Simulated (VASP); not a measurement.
**NaCl: single point with r2SCAN**

NaCl:

```
Na Cl
1.0
     4.72108    0.00000    0.00000
    -2.36054    4.08857    0.00000
     0.00000    0.00000    5.56948
Na Cl
2 2
Direct
  0.33333 0.66667 0.93750
  0.66667 0.33333 0.43750
  0.33333 0.66667 0.43750
  0.66667 0.33333 0.93750
```

```json
{
  "Program": "VASP 6.6.1",
  "Task": "single point",
  "Functional": "r2SCAN",
  "Potentials or basis": "VASP PAW PBE potentials, release 64 (Na_pv, Cl)",
  "Cutoff": "520 eV",
  "k mesh": "6 × 6 × 4",
  "Occupations": "gaussian, width 0.01 eV",
  "Spin": "no spin polarisation",
  "Dipole correction": "no",
  "Further INCAR settings": "ALGO = Normal; EDIFF = 1e-06; NBANDS = 22"
}
```

```
Pressure               : -0.2 GPa
Largest force          : 0.011 eV/Å
Band gap on the k mesh : 5.47 eV
```

Forces in eV/Å, atoms in the order of the input:
```
Na   0.000  0.000  0.011
Na   0.000  0.000  0.011
Cl   0.000  0.000 -0.011
Cl   0.000  0.000 -0.011
```

Levels at points of the mesh, in eV from the valence-band top:
```
           k point  band 11  band 12  band 13  band 14  band 15  band 16  band 17  band 18
(0.00, 0.00, 0.00)    -0.80    -0.34    -0.34     0.00     5.47     8.50    10.48    10.48
(0.50, 0.00, 0.00)    -1.00    -0.78    -0.52    -0.24     7.73     8.47     9.33     9.84
(0.00, 0.00, 0.50)    -0.58    -0.58    -0.58    -0.58     7.24     7.24    10.39    10.39
(0.50, 0.00, 0.50)    -0.66    -0.66    -0.27    -0.27     7.89     7.89    10.77    10.77
```

Wall time 74 s on 1 thread of Intel(R) Xeon(R) Platinum 8559C (Emerald Rapids), with other jobs on the host, peak memory 0.24 GiB.

Caveat: the PAW data sets were made with another functional, which shifts forces and pressure a little.
